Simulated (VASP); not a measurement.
Write the native input for VASP 6.6.1 that does the following.

```
Task                   : single point
Functional             : PBE
Potentials or basis    : VASP PAW PBE potentials, release 64 (Ga_d, Mo_sv)
Cutoff                 : 520 eV
k mesh                 : 7 × 7 × 4
Occupations            : gaussian, width 0.2 eV
Spin                   : no spin polarisation
Dipole correction      : no
Further INCAR settings : ALGO = Fast; EDIFF = 1e-06; NBANDS = 20
```

The structure of GaMo lies in POSCAR:

```
GaMo
1.0
    2.8676858681     -0.0000000027      0.0000000000
   -1.4338429317      2.4834888131      0.0000000000
    0.0000000000      0.0000000000      4.3898390945
Ga Mo
1 1
Direct
    0.3333333333      0.6666666667      0.0000000000
    0.0000000000      0.0000000000      0.5000000000
```

These files were run (other wordings do the same):

INCAR

```
ALGO = Fast
EDIFF = 1E-6
ENCUT = 520
GGA = PE
ISIF = 2
ISMEAR = 0
LASPH = True
LCHARG = True
LELF = True
LREAL = False
LVHAR = True
LWAVE = False
NBANDS = 20
NELM = 100
PREC = Accurate
SIGMA = 0.2
```

KPOINTS

```
k-points
0
Gamma
  7 7 4
```

Potentials or basis: VASP PAW PBE potentials, release 64 (Ga_d, Mo_sv).

Launch:

```console
$ cat potpaw_PBE.64/Ga_d/POTCAR potpaw_PBE.64/Mo_sv/POTCAR > POTCAR
$ mpirun -np 1 vasp_std > vasp.out
```

It gave:

* Pressure: 0.5 GPa

Caveat: the k points lie up to 0.36 Å⁻¹ apart.

It took 18 s on 1 thread of Intel(R) Xeon(R) Platinum 8375C CPU @ 2.90GHz (Ice Lake) (shared host), peak memory 0.16 GiB.
